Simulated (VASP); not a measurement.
# Sn (Immm) in VASP: a series of runs

Runs on Sn. Level: PBE+D3(BJ). Tasks: single point.

Everything below comes from runs of VASP 6.6.1. Logs are shortened: lines on timing, memory, paths and dates and some standing lists are left out, and cuts for length are marked.

## 1. The cell of the first run

It takes space group Immm (No. 71, orthorhombic). Conventional cell: a = 3.509 Å, b = 3.527 Å, c = 4.335 Å, α = 90.00°, β = 90.00°, γ = 90.00°. Sn (site symmetry mmm) has 12 Sn at 3.30 to 3.53 Å within 4.3 Å.

## 2. Single point, PBE+D3(BJ) (strain +0.0050 x Voigt [0, 1, 0, 0, 0, 0])

INCAR

```
PREC     = Accurate       # precision mode
ENCUT    = 520            # plane-wave cutoff, eV
EDIFF    = 1E-7           # SCF threshold, eV
ISMEAR   = 0              # smearing method
SIGMA    = 0.15           # smearing width, eV
LREAL    = False          # projectors in reciprocal space
LASPH    = True           # aspherical terms in the spheres
NELM     = 60             # most SCF steps
ALGO     = Fast           # electronic algorithm
ISIF     = 2              # what is computed and relaxed
LWAVE    = False          # write WAVECAR
LCHARG   = False          # write CHGCAR
GGA      = PE             # functional
IVDW     = 12             # dispersion correction
NBANDS   = 13             # bands
```

KPOINTS

```
regular mesh
0
Gamma
  24 24 24
```

POSCAR

```
Sn
1.0
   -1.7544065426      1.7633867648      2.1674907457
    1.7544065426     -1.7633867648      2.1674907457
    1.7544065426      1.7633867648     -2.1674907457
Sn
1
Direct
    0.0000000000      0.0000000000      0.0000000000
```

Potentials or basis: VASP PAW PBE potentials, release 64 (Sn_d).

The run is started by

```bash
> cat potpaw_PBE.64/Sn_d/POTCAR > POTCAR
> mpirun -np 1 vasp_std > vasp.out
```

OUTCAR:

```text
PREC = Accurate
   ENCUT = 520
   EDIFF = 1E-7
   ISMEAR = 0
   LREAL = False
   LASPH = True
   NELM = 60
   ISIF = 2
   GGA = PE
   IVDW = 12
 IVDW          = 12

 ion  position               nearest neighbor table
   1  0.000  0.000  0.000-

  LATTYP: Found a body centered orthorhombic cell.
 ALAT       =     3.5088130852
 B/A-ratio  =     1.0051186666
 C/A-ratio  =     1.2354552340

  Lattice vectors:

 A1 = (  -1.7544065426,   1.7633867648,   2.1674907457)
 A2 = (   1.7544065426,  -1.7633867648,   2.1674907457)
 A3 = (   1.7544065426,   1.7633867648,  -2.1674907457)

Analysis of symmetry for initial positions (statically):
=====================================================================
 Subroutine PRICEL returns:
 Original cell was already a primitive cell.

 Routine SETGRP: Setting up the symmetry group for a
 body centered orthorhombic supercell.

 Subroutine GETGRP returns: Found  8 space group operations
 (whereof  8 operations were pure point group operations)
 out of a pool of  8 trial point group operations.

The static configuration has the point symmetry D_2h.

Analysis of symmetry for dynamics (positions and initial velocities):
=====================================================================
 Subroutine PRICEL returns:
 Original cell was already a primitive cell.

 Routine SETGRP: Setting up the symmetry group for a
 body centered orthorhombic supercell.

 Subroutine GETGRP returns: Found  8 space group operations
 (whereof  8 operations were pure point group operations)
 out of a pool of  8 trial point group operations.

The dynamic configuration has the point symmetry D_2h.

 Subroutine INISYM returns: Found  8 space group operations
 (whereof  8 operations are pure point group operations),
 and found     1 'primitive' translations

----------------------------------------------------------------------------------------

                                     Primitive cell

  volume of cell :      26.8222

  direct lattice vectors                    reciprocal lattice vectors
    -1.754406543  1.763386765  2.167490746     0.000000000  0.283545283  0.230681492
     1.754406543 -1.763386765  2.167490746     0.284996657  0.000000000  0.230681492
     1.754406543  1.763386765 -2.167490746     0.284996657  0.283545283  0.000000000

  length of vectors
     3.299316798  3.299316798  3.299316798     0.365529587  0.366656577  0.402021172

  position of ions in fractional coordinates (direct lattice)
     0.000000000  0.000000000  0.000000000

  ion indices of the primitive-cell ions
   primitive index   ion index
                 1           1

----------------------------------------------------------------------------------------

 KPOINTS: regular mesh

Automatic generation of k-mesh.
 Grid dimensions read from file:
 generate k-points for:   24   24   24

 Generating k-lattice:

  Cartesian coordinates                     Fractional coordinates (reciprocal lattice)
     0.000000000  0.011814387  0.009611729     0.041666667  0.000000000 -0.000000000
     0.011874861  0.000000000  0.009611729     0.000000000  0.041666667  0.000000000
     0.011874861  0.011814387  0.000000000    -0.000000000  0.000000000  0.041666667

  Length of vectors
     0.015230399  0.015277357  0.016750882

  Shift w.r.t. Gamma in fractional coordinates (k-lattice)
     0.000000000  0.000000000  0.000000000

 Subroutine IBZKPT returns following result:
 ===========================================

 Found   1963 irreducible k-points:

 Following reciprocal coordinates:
            Coordinates               Weight
  0.000000  0.000000  0.000000      1.000000
  0.041667  0.000000  0.000000      4.000000
  0.083333  0.000000  0.000000      4.000000
  0.125000  0.000000 -0.000000      4.000000
  0.166667 -0.000000  0.000000      4.000000
  0.208333  0.000000 -0.000000      4.000000
[... 16 lines left out ...]
  0.375000  0.041667 -0.000000      8.000000
  0.416667  0.041667 -0.000000      8.000000
 [... further k-points ...]
   k-points           NKPTS =   1963   k-points in BZ     NKDIM =   1963   number of bands    NBANDS=     13
   number of dos      NEDOS =    301   number of ions     NIONS =      1
   total plane-waves  NPLWV =  21952
   dimension x,y,z NGX =    28 NGY =   28 NGZ =   28
   dimension x,y,z NGXF=    56 NGYF=   56 NGZF=   56
   ions per type =               1
   NGX,Y,Z   is equivalent  to a cutoff of  14.11, 14.11, 14.11 a.u.
   NGXF,Y,Z  is equivalent  to a cutoff of  28.22, 28.22, 28.22 a.u.
 SYSTEM =  unknown system
   PREC   = accura    normal or accurate (medium, high low for compatibility)
   ISTART =      0    job   : 0-new  1-cont  2-samecut
   ICHARG =      2    charge: 1-file 2-atom 10-const
   ISPIN  =      1    spin polarized calculation?
   LNONCOLLINEAR =      F non collinear calculations
   LSORBIT =      F    spin-orbit coupling
   LASPH  =      T    aspherical Exc in radial PAW
   ENCUT  =  520.0 eV  38.22 Ry    6.18 a.u.   6.13  6.13  6.13*2*pi/ulx,y,z
   NELM   =     60;   NELMIN=  2; NELMDL= -5     # of ELM steps
   EDIFF  = 0.1E-06   stopping-criterion for ELM
   LREAL  =      F    real-space projection
   EDIFFG = 0.1E-05   stopping-criterion for IOM
   NSW    =      0    number of steps for IOM
   IBRION =     -1    ionic relax: 0-MD 1-quasi-New 2-CG
   NFREE  =      0    steps in history (QN), initial steepest desc. (CG)
   ISIF   =      2    stress and relaxation
   ISYM   =      2    0-nonsym 1-usesym 2-fastsym
   POTIM  = 0.5000    time-step for ionic-motion
   TEBEG  =    0.0;   TEEND  =   0.0 temperature during run
   PSTRESS=    0.0 pullay stress
   NELECT =      14.0000    total number of electrons
   NUPDOWN=      -1.0000    fix difference up-down
   EMIN   =  10.00;   EMAX   =-10.00  energy-range for DOS
   EFERMI =   0.00;   METHOD = LEGACY
   ISMEAR =     0;   SIGMA  =   0.15  broadening in eV -4-tet -1-fermi 0-gaus
   EFERMI_NEDOS =   21; number of points for ismear=-14 and -15
   IALGO  =     68    algorithm
   IMIX   =      4    mixing-type and parameters
     AMIX     =   0.40;   BMIX     =  1.00
     AMIX_MAG =   1.60;   BMIX_MAG =  1.00
  volume/ion in A,a.u.               =      26.82       181.01
  Fermi-wavevector in a.u.,A,eV,Ry     =   1.318113  2.490872 23.639043  1.737421
  Thomas-Fermi vector in A             =   2.448106
   LORBIT       =      0    0 simple, 1 ext, 2 COOP (PROOUT), +10 PAW based schemes
   GGA     = PE    functional components
   LHFCALC =     F    Hartree Fock is set to
   AEXX    =    0.0000 exact exchange contribution
   IVDW    =    12    specifies the selected vdW correction
   LEPSILON=     F    determine dielectric tensor
   LRPA    =     F    only Hartree local field effects (RPA)
 non-spin polarized calculation
 RMM-DIIS sequential band-by-band and
 Gauss-broadening in eV      SIGMA  =   0.15
  energy-cutoff  :      520.00
  volume of cell :       26.82
 maximum number of plane-waves:       748
 NGX is ok and might be reduce to    28
   NGX = 13   NGY = 13   NGZ = 13

 number of electron      14.0000004 magnetization

 Free energy of the ion-electron system (eV)
  ---------------------------------------------------
  ext. energy  EPLUGINS =         0.00000000
  ---------------------------------------------------
  free energy    TOTEN  =        -3.77985007 eV

  energy without entropy =       -3.77313523  energy(sigma->0) =       -3.77649265

 E-fermi :   8.3146     XC(G=0): -10.4266

 val. band max:        8.3141477442   @ k =   0.3333  -0.2083   0.0833
 cond. band min:       8.3161227684   @ k =   0.2917   0.3333   0.1667
 fundamental gap:      0.0019750242
 Fermi energy:         8.3146374056

 k-point     1 :       0.0000    0.0000    0.0000
  band No.  band energies     occupation
      1     -13.3019      2.00000
      2     -13.2992      2.00000
      3     -13.2469      2.00000
      4     -13.2227      2.00000
      5     -13.1553      2.00000
      6      -2.9332      2.00000
      7      15.9818      0.00000
      8      16.2157      0.00000
      9      16.3096      0.00000
     10      19.1450      0.00000
     11      20.1628      0.00000
     12      20.2837      0.00000
     13      20.7893      0.00000

 k-point     2 :       0.0417    0.0000    0.0000
  band No.  band energies     occupation
      1     -13.3007      2.00000
      2     -13.2975      2.00000
      3     -13.2462      2.00000
      4     -13.2226      2.00000
      5     -13.1559      2.00000
      6      -2.8969      2.00000
      7      15.6528      0.00000
      8      16.0741      0.00000
      9      16.2026      0.00000
     10      18.8571      0.00000
     11      20.4019      0.00000
     12      20.4749      0.00000
     13      21.1676      0.00000

 k-point     3 :       0.0833    0.0000    0.0000
  band No.  band energies     occupation
      1     -13.2974      2.00000
      2     -13.2932      2.00000
      3     -13.2436      2.00000
      4     -13.2223      2.00000
      5     -13.1576      2.00000
      6      -2.7878      2.00000
      7      14.6236      0.00000
      8      15.9214      0.00000
      9      15.9621      0.00000
     10      18.5686      0.00000
     11      20.6292      0.00000
     12      20.7499      0.00000
     13      21.4831      0.00000
[... 305 lines left out ...]
 k-point    23 :       0.3750    0.0417   -0.0000
  band No.  band energies     occupation
      1     -13.3039      2.00000
      2     -13.2762      2.00000
      3     -13.2242      2.00000
      4     -13.1492      2.00000
      5     -13.1146      2.00000
      6       0.2620      2.00000
      7       5.4169      2.00000
      8      12.9644      0.00000
      9      14.6968      0.00000
     10      17.9460      0.00000
     11      18.5474      0.00000
     12      19.6979      0.00000
     13      21.8800      0.00000

 k-point    24 :       0.4167    0.0417   -0.0000
  band No.  band energies     occupation
      1     -13.3066      2.00000
      2     -13.2771      2.00000
      3     -13.2256      2.00000
      4     -13.1437      2.00000
      5     -13.1034      2.00000
      6       0.8939      2.00000
      7       4.4790      2.00000
      8      12.8673      0.00000
      9      14.5732      0.00000
     10      17.8726      0.00000
     11      18.3891      0.00000
     12      19.5684      0.00000
     13      21.7197      0.00000

 [... further k-points ...]

------------------------ aborting loop because EDIFF is reached ----------------------------------------

 Edisp (eV)   -0.39008

 E8    (eV) :    -0.1872

  FORCE on cell =-STRESS in cart. coord.  units (eV):
  Direction    XX          YY          ZZ          XY          YZ          ZX
  --------------------------------------------------------------------------------------
  -------------------------------------------------------------------------------------
  Total      -0.05295    -0.05965    -0.05964     0.00000     0.00000     0.00000
  in kB      -3.16313    -3.56288    -3.56272     0.00000     0.00000     0.00000
  external pressure =       -3.43 kB  Pullay stress =        0.00 kB

 VOLUME and BASIS-vectors are now :
 -----------------------------------------------------------------------------
  energy-cutoff  :      520.00
  volume of cell :       26.82
      direct lattice vectors                 reciprocal lattice vectors
    -1.754406543  1.763386765  2.167490746     0.000000000  0.283545283  0.230681492
     1.754406543 -1.763386765  2.167490746     0.284996657  0.000000000  0.230681492
     1.754406543  1.763386765 -2.167490746     0.284996657  0.283545283  0.000000000

 POSITION                                       TOTAL-FORCE (eV/Angst)
 -----------------------------------------------------------------------------------
      0.00000      0.00000      0.00000         0.000000     -0.000000      0.000000
 -----------------------------------------------------------------------------------
    total drift:                               -0.000000     -0.000000     -0.000000

  FREE ENERGIE OF THE ION-ELECTRON SYSTEM (eV)
  ---------------------------------------------------
  free  energy   TOTEN  =        -4.1699290919 eV

  energy  without entropy=       -4.1632142465  energy(sigma->0) =       -4.16657167
```

It took 11 min on 1 thread of Intel Xeon Platinum 8375C at 2.90GHz (Ice Lake), shared host; peak memory 0.71 GiB.

What came out:

```yaml
Free_energy: -4.1699 eV
Pressure: -0.3 GPa
Band_gap_on_the_k_mesh: zero (band 7 reaches 15.98 eV, above the bottom of band 8 at 6.01 eV)
Dispersion_energy_per_atom: -0.390 eV
```

Caveat: the cell differs from its parent crystal (strain +0.0050 x Voigt [0, 1, 0, 0, 0, 0]); spin-orbit coupling is left out, which moves the levels of the heavy elements; pairwise dispersion overbinds metals, which lowers pressure and volume.

## 3. Single point, PBE+D3(BJ) (strain +0.0100 x Voigt [0, 1, 0, 0, 0, 0])

INCAR

```
SYSTEM = Sn
ALGO     = Fast           ! electronic algorithm
EDIFF    = 1E-7           ! SCF threshold, eV
ENCUT    = 520            ! plane-wave cutoff, eV
GGA      = PE             ! functional
ISIF     = 2              ! what is computed and relaxed
ISMEAR   = 0              ! smearing method
IVDW     = 12             ! dispersion correction
LASPH    = .TRUE.         ! aspherical terms in the spheres
LCHARG   = .FALSE.        ! write CHGCAR
LREAL    = .FALSE.        ! projectors in reciprocal space
LWAVE    = .FALSE.        ! write WAVECAR
NBANDS   = 13             ! bands
NELM     = 60             ! most SCF steps
PREC     = Accurate       ! precision mode
SIGMA    = 0.15           ! smearing width, eV
```

KPOINTS

```
k-points
0
G
  24 24 24
  0 0 0
```

POSCAR

```
Sn
1.0
   -1.7544065426      1.7721598333      2.1674907457
    1.7544065426     -1.7721598333      2.1674907457
    1.7544065426      1.7721598333     -2.1674907457
Sn
1
Direct
    0.0000000000      0.0000000000      0.0000000000
```

Potentials or basis: VASP PAW PBE potentials, release 64 (Sn_d).

The run is started by

```bash
> cat potpaw_PBE.64/Sn_d/POTCAR > POTCAR
> mpirun -np 1 vasp_std > vasp.out
```

Run time: 11 min. Hardware: 1 thread of Intel Xeon Platinum 8375C at 2.90GHz (Ice Lake), shared host; peak memory 0.71 GiB.

It converged, with:

```
Free energy                : -4.1696 eV
Pressure                   : -0.6 GPa
Band gap on the k mesh     : zero (band 7 reaches 15.88 eV, above the bottom of band 8 at 5.97 eV)
Dispersion energy per atom : -0.388 eV
```

Levels at points of the mesh, in eV from the Fermi level:
```csv
k point,band 4,band 5,band 6,band 7,band 8,band 9,band 10,band 11
"(0.00, 0.00, 0.00)",-21.53,-21.47,-11.21,7.62,7.82,8.00,10.84,11.76
"(0.50, 0.00, 0.00)",-21.45,-21.41,-6.81,-4.68,4.80,6.42,9.33,9.65
"(0.00, 0.50, 0.00)",-21.45,-21.41,-6.73,-4.65,4.65,6.25,9.15,9.45
"(0.50, 0.50, 0.00)",-21.44,-21.38,-5.56,-4.07,2.37,3.26,6.23,6.45
"(0.50, 0.50, 0.50)",-21.40,-21.40,-3.54,-2.69,0.79,1.02,4.18,4.88
```

Caveat: the cell differs from its parent crystal (strain +0.0100 x Voigt [0, 1, 0, 0, 0, 0]); spin-orbit coupling is left out, which moves the levels of the heavy elements; pairwise dispersion overbinds metals, which lowers pressure and volume.

[end of part 1 of 2]
